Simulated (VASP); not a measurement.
AgI, 4 atoms in the cell. It takes space group P6_3mc (No. 186, hexagonal). The conventional cell has a = 4.651 Å, b = 4.651 Å, c = 7.600 Å, α = 90.00°, β = 90.00°, γ = 120.00°. Within 3.8 Å of Ag (site symmetry 3m) lie 4 I at 2.85 Å. I (site symmetry 3m) has 4 Ag at 2.85 Å within 3.8 Å. 

```yaml
Program: VASP 6.6.1
Task: single point
Functional: LDA
Potentials_or_basis: VASP PAW LDA potentials, release 64 (Ag, I)
Cutoff: 500 eV
k_mesh: 6 × 6 × 4
Occupations: gaussian, width 0.01 eV
Spin: no spin polarisation
Dipole_correction: no
Further_INCAR_settings: ALGO = Normal; EDIFF = 1e-06; NBANDS = 26
```

Potentials or basis: VASP PAW LDA potentials, release 64 (Ag, I).

Launch:

```bash
$ cat potpaw_LDA.64/Ag/POTCAR potpaw_LDA.64/I/POTCAR > POTCAR
$ mpirun -np 1 vasp_std > vasp.out
```

Hardware: 1 thread of Intel(R) Xeon(R) 6975P-C (Granite Rapids), with other jobs on the host.

Question: How long does it take, and how much memory?

Answer: Wall time 26 s on 1 thread of Intel(R) Xeon(R) 6975P-C (Granite Rapids), with other jobs on the host, peak memory 0.24 GiB. Counts: scf iterations 13, k points 21.
